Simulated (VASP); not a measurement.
# Sm2Si (P4/mmm) in VASP: relaxation of cell and atoms with PBE

Aim: the relaxation of cell and atoms of Sm2Si with PBE.

All numbers are computed with VASP 6.6.1; they aren't measurements. Logs are shortened: lines on timing, memory, paths and dates and some standing lists are left out, and cuts for length are marked.

## Step 1: The cell of the first run

Symmetry: P4/mmm, No. 123, tetragonal system. Conventional cell: a = 5.683 Å, b = 5.683 Å, c = 3.238 Å, α = 90.00°, β = 90.00°, γ = 90.00°. Within 3.7 Å of Sm (site symmetry mmm) lie 2 Si at 2.84 Å and 2 Sm at 3.24 Å. Within 3.7 Å of Si (site symmetry 4/mmm) lie 4 Sm at 2.84 Å and 2 Si at 3.24 Å.

The cell was generated, and may not be a known phase.

## Step 2: Relaxation of cell and atoms, PBE

The input, INCAR:

```
SYSTEM = Sm2Si
PREC = Accurate ; ENCUT = 500
EDIFF = 1E-7 ; ISMEAR = 0
SIGMA = 0.1 ; LREAL = .FALSE.
LASPH = .TRUE. ; NELM = 200
ALGO = Normal ; ISIF = 3
LWAVE = .FALSE. ; LCHARG = .FALSE.
GGA = PE ; IBRION = 2
NSW = 100 ; EDIFFG = -0.01
GGA_COMPAT = .FALSE. ; NELMIN = 4
LMAXMIX = 6
```

The input, KPOINTS:

```
Automatic mesh
0
G
  8 8 14
  0 0 0
```

The input, POSCAR:

```
Sm2Si
1.0
    5.6834225371      0.0000000000      0.0000000000
    0.0000000000      5.6834225371      0.0000000000
    0.0000000000      0.0000000000      3.2377060500
Sm Si
2 1
Direct
    0.0000000000      0.5000000000      0.0000000000
    0.5000000000      0.0000000000      0.0000000000
    0.0000000000      0.0000000000      0.0000000000
```

Potentials or basis: VASP PAW PBE potentials, release 64 (Sm_3, Si), 4f in core.

Command:

```
> cat potpaw_PBE.64/Sm_3/POTCAR potpaw_PBE.64/Si/POTCAR > POTCAR
> mpirun -np 1 vasp_std > vasp.out
```

OUTCAR:

```text
SYSTEM = Sm2Si
   PREC = Accurate
   ENCUT = 500
   EDIFF = 1E-7
   ISMEAR = 0
   LREAL = .FALSE.
   LASPH = .TRUE.
   NELM = 200
   ISIF = 3
   GGA = PE
   IBRION = 2
   NSW = 100
   EDIFFG = -0.01
   NELMIN = 4

 ion  position               nearest neighbor table
   1  0.000  0.500  0.000-   3 2.84   3 2.84
   2  0.500  0.000  0.000-   3 2.84   3 2.84
   3  0.000  0.000  0.000-   1 2.84   2 2.84   1 2.84   2 2.84

  LATTYP: Found a simple tetragonal cell.
 ALAT       =     5.6834225371
 C/A-ratio  =     0.5696754075

  Lattice vectors:

 A1 = (   5.6834225371,   0.0000000000,   0.0000000000)
 A2 = (   0.0000000000,   5.6834225371,   0.0000000000)
 A3 = (   0.0000000000,   0.0000000000,   3.2377060500)

Analysis of symmetry for initial positions (statically):
=====================================================================
 Subroutine PRICEL returns:
 Original cell was already a primitive cell.

 Routine SETGRP: Setting up the symmetry group for a
 simple tetragonal supercell.

 Subroutine GETGRP returns: Found 16 space group operations
 (whereof 16 operations were pure point group operations)
 out of a pool of 16 trial point group operations.

The static configuration has the point symmetry D_4h.

Analysis of symmetry for dynamics (positions and initial velocities):
=====================================================================
 Subroutine PRICEL returns:
 Original cell was already a primitive cell.

 Routine SETGRP: Setting up the symmetry group for a
 simple tetragonal supercell.

 Subroutine GETGRP returns: Found 16 space group operations
 (whereof 16 operations were pure point group operations)
 out of a pool of 16 trial point group operations.

The dynamic configuration has the point symmetry D_4h.

 Subroutine INISYM returns: Found 16 space group operations
 (whereof 16 operations are pure point group operations),
 and found     1 'primitive' translations

----------------------------------------------------------------------------------------

                                     Primitive cell

  volume of cell :     104.5821

  direct lattice vectors                    reciprocal lattice vectors
     5.683422537  0.000000000  0.000000000     0.175950318  0.000000000  0.000000000
     0.000000000  5.683422537  0.000000000     0.000000000  0.175950318  0.000000000
[... 95 lines left out ...]
   POTIM  = 0.5000    time-step for ionic-motion
   TEBEG  =    0.0;   TEEND  =   0.0 temperature during run
   PSTRESS=    0.0 pullay stress
   NELECT =      26.0000    total number of electrons
   NUPDOWN=      -1.0000    fix difference up-down
   EMIN   =  10.00;   EMAX   =-10.00  energy-range for DOS
   EFERMI =   0.00;   METHOD = LEGACY
   ISMEAR =     0;   SIGMA  =   0.10  broadening in eV -4-tet -1-fermi 0-gaus
   EFERMI_NEDOS =   21; number of points for ismear=-14 and -15
   IALGO  =     38    algorithm
   IMIX   =      4    mixing-type and parameters
     AMIX     =   0.40;   BMIX     =  1.00
     AMIX_MAG =   1.60;   BMIX_MAG =  1.00
  volume/ion in A,a.u.               =      34.86       235.25
  Fermi-wavevector in a.u.,A,eV,Ry     =   1.029391  1.945266 14.417344  1.059645
  Thomas-Fermi vector in A             =   2.163436
   LORBIT       =      0    0 simple, 1 ext, 2 COOP (PROOUT), +10 PAW based schemes
   GGA     = PE    functional components
   LHFCALC =     F    Hartree Fock is set to
   AEXX    =    0.0000 exact exchange contribution
   IVDW    =     0    specifies the selected vdW correction
   LEPSILON=     F    determine dielectric tensor
   LRPA    =     F    only Hartree local field effects (RPA)
 conjugate gradient relaxation of ions
 non-spin polarized calculation
 Gauss-broadening in eV      SIGMA  =   0.10
  energy-cutoff  :      500.00
  volume of cell :      104.58
 maximum number of plane-waves:      2684
 NGX is ok and might be reduce to    42
   NGX = 21   NGY = 21   NGZ = 11

--------------------------------------- Ionic step        1  -------------------------------------------

 number of electron      25.9999999 magnetization

 Free energy of the ion-electron system (eV)
  ---------------------------------------------------
  ext. energy  EPLUGINS =         0.00000000
  ---------------------------------------------------
  free energy    TOTEN  =       -13.49871708 eV

  energy without entropy =      -13.47748130  energy(sigma->0) =      -13.48809919

------------------------ aborting loop because EDIFF is reached ----------------------------------------

  FORCE on cell =-STRESS in cart. coord.  units (eV):
  Direction    XX          YY          ZZ          XY          YZ          ZX
  --------------------------------------------------------------------------------------
  -------------------------------------------------------------------------------------
  Total       -0.0070602     -0.0070602      0.1671599      0.0000000     -0.0000000      0.0000000
  in kB       -0.1081615     -0.1081615      2.5608572      0.0000000     -0.0000000      0.0000000
  external PRESSURE =       0.7815114 kB  Pullay stress =       0.0000000 kB
[... 61 lines left out ...]
--------------------------------------- Ionic step        3  -------------------------------------------

 number of electron      25.9999998 magnetization

 Free energy of the ion-electron system (eV)
  ---------------------------------------------------
  ext. energy  EPLUGINS =         0.00000000
  ---------------------------------------------------
  free energy    TOTEN  =       -13.49908751 eV

  energy without entropy =      -13.47749851  energy(sigma->0) =      -13.48829301

 E-fermi :   2.4250     XC(G=0):  -8.8566

 val. band max:        2.4203781652   @ k =   0.1250   0.0000   0.2143
 cond. band min:       2.4255340194   @ k =   0.5000   0.5000   0.1429
 fundamental gap:      0.0051558542
 Fermi energy:         2.4250090193

 k-point     1 :       0.0000    0.0000    0.0000
  band No.  band energies     occupation
      1     -38.8503      2.00000
      2     -38.8330      2.00000
      3     -18.4007      2.00000
      4     -18.4007      2.00000
      5     -18.1737      2.00000
      6     -18.1737      2.00000
[... 457 lines left out ...]
      4     -18.3166      2.00000
      5     -18.2741      2.00000
      6     -18.1654      2.00000
[... 9 lines left out ...]
     16       3.8406      0.00000
     17       4.9226      0.00000

 [... further k-points ...]

------------------------ aborting loop because EDIFF is reached ----------------------------------------

  FORCE on cell =-STRESS in cart. coord.  units (eV):
  Direction    XX          YY          ZZ          XY          YZ          ZX
  --------------------------------------------------------------------------------------
  -------------------------------------------------------------------------------------
  Total        0.0071855      0.0071855      0.0019736      0.0000000     -0.0000000      0.0000000
  in kB        0.1096369      0.1096369      0.0301128      0.0000000     -0.0000000      0.0000000
  external PRESSURE =       0.0831289 kB  Pullay stress =       0.0000000 kB
[... 18 lines left out ...]
  FREE ENERGIE OF THE ION-ELECTRON SYSTEM (eV)
  ---------------------------------------------------
  free  energy   TOTEN  =       -13.4990875115 eV

  energy  without entropy=      -13.4774985071  energy(sigma->0) =      -13.48829301

 reached required accuracy - stopping structural energy minimisation
```

CONTCAR:

```text
Sm2Si
   1.00000000000000
     5.6823630659985538    0.0000000000000000    0.0000000000000000
     0.0000000000000000    5.6823630659985538    0.0000000000000000
    -0.0000000000000000   -0.0000000000000000    3.2519959456057421
  Sm              Si
     2     1
Direct
     0.0000000000000000    0.5000000000000000    0.0000000000000000
     0.5000000000000000    0.0000000000000000    0.0000000000000000
     0.0000000000000000    0.0000000000000000    0.0000000000000000

  0.00000000E+00  0.00000000E+00  0.00000000E+00
  0.00000000E+00  0.00000000E+00  0.00000000E+00
  0.00000000E+00  0.00000000E+00  0.00000000E+00
```

Wall time 6 min (1 thread of Intel Xeon Platinum 8488C (Sapphire Rapids), shared host); peak memory 0.34 GiB.

What came out:

- Free energy: -13.4991 eV
- Relaxed volume: 35.00 Å³/atom
- Relaxed cell: a = 5.682 Å, b = 5.682 Å, c = 3.252 Å, α = 90.00°, β = 90.00°, γ = 90.00°
- Space group after relaxing (to 0.1 Å): P4/mmm (No. 123)
- Energy gained by relaxing: 0.1 meV/atom
- Ionic steps: 3
- Pressure after relaxing: 0.0 GPa
- Band gap on the k mesh: zero (bands 13 and 14 overlap by 0.96 eV)

The path:
```tsv
step	energy change (eV)	largest force (eV/Å)	pressure (GPa)	volume (Å³)
1	0.0000	0.0000	0.08	104.58
2	-0.0003	0.0000	0.04	104.84
3	-0.0004	0.0000	0.01	105.00
```

Final structure:
```xyz
3
Lattice="5.6824 0.0000 0.0000 0.0000 5.6824 0.0000 0.0000 0.0000 3.2520" Properties=species:S:1:pos:R:3 pbc="T T T"
Sm    0.0000    2.8412    0.0000
Sm    2.8412    0.0000    0.0000
Si    0.0000    0.0000    0.0000
```

Caveat: spin-orbit coupling is left out, which moves the levels of the heavy elements; the 4f electrons are frozen in the core, so they carry no moment and show no levels.
